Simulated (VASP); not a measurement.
# Pb (Fm-3m) in VASP: further runs

The runs below take Pb through single point, relaxation of cell and atoms, with PBE.

Program: VASP 6.6.1. These are calculated values, not measurements. Logs are shortened: lines on timing, memory, paths and dates and some standing lists are left out, and cuts for length are marked.

**1. The cell of the first run**

Symmetry: Fm-3m, No. 225, cubic system. The conventional cell has a = 5.098 Å, b = 5.098 Å, c = 5.098 Å, α = 90.00°, β = 90.00°, γ = 90.00°. Within 4.7 Å of Pb (site symmetry m-3m) lie 12 Pb at 3.60 Å.

**2. Single point, PBE**

Input file INCAR:

```
  PREC = Accurate
  ENCUT = 520
  EDIFF = 1E-7
  ISMEAR = -1
  SIGMA = 0.05
  LREAL = F
  LASPH = T
  NELM = 80
  ALGO = Normal
  ISIF = 2
  LWAVE = F
  LCHARG = F
  GGA = PE
  NBANDS = 13
```

Input file KPOINTS:

```
Automatic mesh
0
Gamma
  14 14 14
```

Input file POSCAR:

```
Pb
1.0
    0.0000000000      2.5489213517      2.5489213517
    2.5489213517      0.0000000000      2.5489213517
    2.5489213517      2.5489213517      0.0000000000
Pb
1
Direct
    0.0000000000      0.0000000000      0.0000000000
```

Potentials or basis: VASP PAW PBE potentials, release 64 (Pb_d).

Launch:

```sh
$ cat potpaw_PBE.64/Pb_d/POTCAR > POTCAR
$ mpirun -np 1 vasp_std > vasp.out
```

OUTCAR:

```text
PREC = Accurate
   ENCUT = 520
   EDIFF = 1E-7
   ISMEAR = -1
   LREAL = F
   LASPH = T
   NELM = 80
   ISIF = 2
   GGA = PE

 ion  position               nearest neighbor table
   1  0.000  0.000  0.000-

  LATTYP: Found a face centered cubic cell.
 ALAT       =     5.0978427034

  Lattice vectors:

 A1 = (   0.0000000000,   2.5489213517,   2.5489213517)
 A2 = (   2.5489213517,   0.0000000000,   2.5489213517)
 A3 = (   2.5489213517,   2.5489213517,   0.0000000000)

Analysis of symmetry for initial positions (statically):
=====================================================================
 Subroutine PRICEL returns:
 Original cell was already a primitive cell.

 Routine SETGRP: Setting up the symmetry group for a
 face centered cubic supercell.

 Subroutine GETGRP returns: Found 48 space group operations
 (whereof 48 operations were pure point group operations)
 out of a pool of 48 trial point group operations.

The static configuration has the point symmetry O_h .

Analysis of symmetry for dynamics (positions and initial velocities):
=====================================================================
 Subroutine PRICEL returns:
 Original cell was already a primitive cell.

 Routine SETGRP: Setting up the symmetry group for a
 face centered cubic supercell.

 Subroutine GETGRP returns: Found 48 space group operations
 (whereof 48 operations were pure point group operations)
 out of a pool of 48 trial point group operations.

The dynamic configuration has the point symmetry O_h .

 Subroutine INISYM returns: Found 48 space group operations
 (whereof 48 operations are pure point group operations),
 and found     1 'primitive' translations

----------------------------------------------------------------------------------------

                                     Primitive cell

  volume of cell :      33.1207

  direct lattice vectors                    reciprocal lattice vectors
     0.000000000  2.548921352  2.548921352    -0.196161408  0.196161408  0.196161408
     2.548921352  0.000000000  2.548921352     0.196161408 -0.196161408  0.196161408
     2.548921352  2.548921352  0.000000000     0.196161408  0.196161408 -0.196161408

  length of vectors
     3.604719145  3.604719145  3.604719145     0.339761524  0.339761524  0.339761524

  position of ions in fractional coordinates (direct lattice)
     0.000000000  0.000000000  0.000000000

  ion indices of the primitive-cell ions
   primitive index   ion index
                 1           1

----------------------------------------------------------------------------------------

 KPOINTS: Automatic mesh

Automatic generation of k-mesh.
 Grid dimensions read from file:
 generate k-points for:   14   14   14

 Generating k-lattice:

  Cartesian coordinates                     Fractional coordinates (reciprocal lattice)
    -0.014011529  0.014011529  0.014011529     0.071428571  0.000000000  0.000000000
     0.014011529 -0.014011529  0.014011529     0.000000000  0.071428571  0.000000000
     0.014011529  0.014011529 -0.014011529     0.000000000  0.000000000  0.071428571

  Length of vectors
     0.024268680  0.024268680  0.024268680

  Shift w.r.t. Gamma in fractional coordinates (k-lattice)
     0.000000000  0.000000000  0.000000000

 Subroutine IBZKPT returns following result:
 ===========================================

 Found    104 irreducible k-points:

 Following reciprocal coordinates:
            Coordinates               Weight
  0.000000  0.000000  0.000000      1.000000
  0.071429  0.000000  0.000000      8.000000
  0.142857  0.000000  0.000000      8.000000
  0.214286  0.000000  0.000000      8.000000
  0.285714  0.000000  0.000000      8.000000
  0.357143  0.000000  0.000000      8.000000
[... 16 lines left out ...]
  0.214286  0.142857  0.000000     24.000000
  0.285714  0.142857  0.000000     24.000000
 [... further k-points ...]
   k-points           NKPTS =    104   k-points in BZ     NKDIM =    104   number of bands    NBANDS=     13
   number of dos      NEDOS =    301   number of ions     NIONS =      1
   total plane-waves  NPLWV =  21952
   dimension x,y,z NGX =    28 NGY =   28 NGZ =   28
   dimension x,y,z NGXF=    56 NGYF=   56 NGZF=   56
   ions per type =               1
   NGX,Y,Z   is equivalent  to a cutoff of  12.91, 12.91, 12.91 a.u.
   NGXF,Y,Z  is equivalent  to a cutoff of  25.83, 25.83, 25.83 a.u.
 SYSTEM =  unknown system
   PREC   = accura    normal or accurate (medium, high low for compatibility)
   ISTART =      0    job   : 0-new  1-cont  2-samecut
   ICHARG =      2    charge: 1-file 2-atom 10-const
   ISPIN  =      1    spin polarized calculation?
   LNONCOLLINEAR =      F non collinear calculations
   LSORBIT =      F    spin-orbit coupling
   LASPH  =      T    aspherical Exc in radial PAW
   ENCUT  =  520.0 eV  38.22 Ry    6.18 a.u.   6.70  6.70  6.70*2*pi/ulx,y,z
   NELM   =     80;   NELMIN=  2; NELMDL= -5     # of ELM steps
   EDIFF  = 0.1E-06   stopping-criterion for ELM
   LREAL  =      F    real-space projection
   EDIFFG = 0.1E-05   stopping-criterion for IOM
   NSW    =      0    number of steps for IOM
   IBRION =     -1    ionic relax: 0-MD 1-quasi-New 2-CG
   NFREE  =      0    steps in history (QN), initial steepest desc. (CG)
   ISIF   =      2    stress and relaxation
   ISYM   =      2    0-nonsym 1-usesym 2-fastsym
   POTIM  = 0.5000    time-step for ionic-motion
   TEBEG  =    0.0;   TEEND  =   0.0 temperature during run
   PSTRESS=    0.0 pullay stress
   NELECT =      14.0000    total number of electrons
   NUPDOWN=      -1.0000    fix difference up-down
   EMIN   =  10.00;   EMAX   =-10.00  energy-range for DOS
   EFERMI =   0.00;   METHOD = LEGACY
   ISMEAR =    -1;   SIGMA  =   0.05  broadening in eV -4-tet -1-fermi 0-gaus
   EFERMI_NEDOS =   21; number of points for ismear=-14 and -15
   IALGO  =     38    algorithm
   IMIX   =      4    mixing-type and parameters
     AMIX     =   0.40;   BMIX     =  1.00
     AMIX_MAG =   1.60;   BMIX_MAG =  1.00
  volume/ion in A,a.u.               =      33.12       223.51
  Fermi-wavevector in a.u.,A,eV,Ry     =   1.228620  2.321756 20.538106  1.509508
  Thomas-Fermi vector in A             =   2.363539
   LORBIT       =      0    0 simple, 1 ext, 2 COOP (PROOUT), +10 PAW based schemes
   GGA     = PE    functional components
   LHFCALC =     F    Hartree Fock is set to
   AEXX    =    0.0000 exact exchange contribution
   IVDW    =     0    specifies the selected vdW correction
   LEPSILON=     F    determine dielectric tensor
   LRPA    =     F    only Hartree local field effects (RPA)
 non-spin polarized calculation
  energy-cutoff  :      520.00
  volume of cell :       33.12
 maximum number of plane-waves:       911
   NGX = 13   NGY = 13   NGZ = 13

 number of electron      14.0000000 magnetization

 Free energy of the ion-electron system (eV)
  ---------------------------------------------------
  ext. energy  EPLUGINS =         0.00000000
  ---------------------------------------------------
  free energy    TOTEN  =        -3.56544797 eV

  energy without entropy =       -3.56181479  energy(sigma->0) =       -3.56363138

 E-fermi :   6.3332     XC(G=0):  -9.7684

 val. band max:        6.2707465255   @ k =  -0.4286   0.3571   0.0714
 cond. band min:       6.3971554654   @ k =  -0.2857   0.2857   0.0714
 fundamental gap:      0.1264089399
 Fermi energy:         6.3332157228

 k-point     1 :       0.0000    0.0000    0.0000
  band No.  band energies     occupation
      1     -10.6864      2.00000
      2     -10.6864      2.00000
      3     -10.6864      2.00000
      4     -10.5802      2.00000
      5     -10.5802      2.00000
      6      -4.8538      2.00000
      7      13.0723      0.00000
      8      13.0723      0.00000
      9      13.0723      0.00000
     10      16.0273      0.00000
     11      16.5659      0.00000
     12      18.1925      0.00000
     13      18.1925      0.00000

 k-point     2 :       0.0714    0.0000    0.0000
  band No.  band energies     occupation
      1     -10.6862      2.00000
      2     -10.6806      2.00000
      3     -10.6806      2.00000
      4     -10.5805      2.00000
      5     -10.5805      2.00000
      6      -4.7645      2.00000
      7      11.9723      0.00000
      8      12.9614      0.00000
      9      12.9614      0.00000
     10      15.7141      0.00000
     11      17.1764      0.00000
     12      18.3916      0.00000
     13      18.3916      0.00000

 k-point     3 :       0.1429    0.0000    0.0000
  band No.  band energies     occupation
      1     -10.6862      2.00000
      2     -10.6677      2.00000
      3     -10.6677      2.00000
      4     -10.5783      2.00000
      5     -10.5783      2.00000
      6      -4.4973      2.00000
      7       9.9807      0.00000
      8      12.6791      0.00000
      9      12.6791      0.00000
     10      15.3038      0.00000
     11      18.2023      0.00000
     12      18.8207      0.00000
     13      18.8366      0.00000
[... 305 lines left out ...]
 k-point    23 :       0.2143    0.1429    0.0000
  band No.  band energies     occupation
      1     -10.7160      2.00000
      2     -10.6315      2.00000
      3     -10.6259      2.00000
      4     -10.6078      2.00000
      5     -10.5501      2.00000
      6      -4.0545      2.00000
      7       9.2027      0.00000
      8      11.0690      0.00000
      9      11.2916      0.00000
     10      14.6936      0.00000
     11      15.6779      0.00000
     12      19.6256      0.00000
     13      20.7930      0.00000

 k-point    24 :       0.2857    0.1429    0.0000
  band No.  band energies     occupation
      1     -10.7154      2.00000
      2     -10.6410      2.00000
      3     -10.6200      2.00000
      4     -10.5867      2.00000
      5     -10.5264      2.00000
      6      -3.5633      2.00000
      7       7.3726      0.00000
      8      10.6931      0.00000
      9      10.8433      0.00000
     10      14.5307      0.00000
     11      15.9700      0.00000
     12      19.1866      0.00000
     13      20.1663      0.00000

 [... further k-points ...]
[... 5 lines left out ...]
  --------------------------------------------------------------------------------------
  -------------------------------------------------------------------------------------
  Total       -0.2653584     -0.2653584     -0.2653584      0.0000000     -0.0000000     -0.0000000
  in kB      -12.8364242    -12.8364242    -12.8364242      0.0000000     -0.0000000     -0.0000000
  external PRESSURE =     -12.8364242 kB  Pullay stress =       0.0000000 kB

 VOLUME and BASIS-vectors are now :
 -----------------------------------------------------------------------------
  energy-cutoff  :      520.00
  volume of cell :       33.12
      direct lattice vectors                 reciprocal lattice vectors
     0.000000000  2.548921352  2.548921352    -0.196161408  0.196161408  0.196161408
     2.548921352  0.000000000  2.548921352     0.196161408 -0.196161408  0.196161408
     2.548921352  2.548921352  0.000000000     0.196161408  0.196161408 -0.196161408

 POSITION                                       TOTAL-FORCE (eV/Angst)
 -----------------------------------------------------------------------------------
      0.00000      0.00000      0.00000        -0.000000      0.000000      0.000000
 -----------------------------------------------------------------------------------
    total drift:                               -0.000000     -0.000000     -0.000000

  FREE ENERGIE OF THE ION-ELECTRON SYSTEM (eV)
  ---------------------------------------------------
  free  energy   TOTEN  =        -3.5654479682 eV

  energy  without entropy=       -3.5618147886  energy(sigma->0) =       -3.56363138
```

It took 35 s on 1 thread of Intel Xeon Platinum 8375C at 2.90GHz (Ice Lake), shared host; peak memory 0.18 GiB.

Results:

* Free energy: -3.5654 eV
* Pressure: -1.3 GPa
* Band gap on the k mesh: zero (bands 7 and 8 overlap by 8.12 eV)

Caveat: spin-orbit coupling is left out, which moves the levels of the heavy elements.

**3. Relaxation of cell and atoms, PBE**

This run uses another cell than the first one, of 32.02 Å³/atom.

Input file INCAR:

```
PREC = Accurate
ENCUT = 600
EDIFF = 1E-6
ISMEAR = -1
SIGMA = 0.05
LREAL = F
LASPH = T
NELM = 60
ALGO = Normal
ISIF = 3
LWAVE = F
LCHARG = F
GGA = PE
IBRION = 2
NSW = 45
EDIFFG = -0.005
```

KPOINTS is that of step 2.

Input file POSCAR:

```
Pb
1.0
    0.0000000000      2.5202669214      2.5202669214
    2.5202669214      0.0000000000      2.5202669214
    2.5202669214      2.5202669214      0.0000000000
Pb
1
Direct
    0.0000000000      0.0000000000      0.0000000000
```

Potentials or basis: VASP PAW PBE potentials, release 64 (Pb_d).

Launch:

```sh
$ cat potpaw_PBE.64/Pb_d/POTCAR > POTCAR
$ mpirun -np 1 vasp_std > vasp.out
```

Run time: 25 s. Hardware: 1 thread of Intel Xeon Platinum 8375C at 2.90GHz (Ice Lake), shared host; peak memory 0.18 GiB.

Results (log left out):

```yaml
Free_energy: -3.5697 eV
Pressure_after_relaxing: 0.0 GPa
Band_gap_on_the_k_mesh: zero (bands 7 and 8 overlap by 8.44 eV)
```

Final structure:
```cif
data_structure
_symmetry_space_group_name_H-M 'P 1'
_symmetry_Int_Tables_number 1
_cell_length_a 3.5642
_cell_length_b 3.5642
_cell_length_c 3.5642
_cell_angle_alpha 60.000
_cell_angle_beta 60.000
_cell_angle_gamma 60.000
_cell_volume 32.02
loop_
_atom_site_label
_atom_site_type_symbol
_atom_site_fract_x
_atom_site_fract_y
_atom_site_fract_z
_atom_site_occupancy
Pb1 Pb 0.00000 0.00000 0.00000 1
```

Levels at points of the mesh, in eV from the Fermi level:
| k point | band 4 | band 5 | band 6 | band 7 | band 8 | band 9 | band 10 | band 11 |
| --- | --- | --- | --- | --- | --- | --- | --- | --- |
| (0.00, 0.00, 0.00) | -16.93 | -16.93 | -11.41 | 6.99 | 6.99 | 6.99 | 9.71 | 10.64 |
| (0.50, 0.00, 0.00) | -16.81 | -16.81 | -8.09 | -3.95 | 5.27 | 5.27 | 8.98 | 9.19 |
| (0.50, 0.50, 0.00) | -16.78 | -16.78 | -6.81 | -3.07 | 1.98 | 1.98 | 5.21 | 6.47 |

Caveat: the relaxation stopped at its first step, so nothing moved; spin-orbit coupling is left out, which moves the levels of the heavy elements.
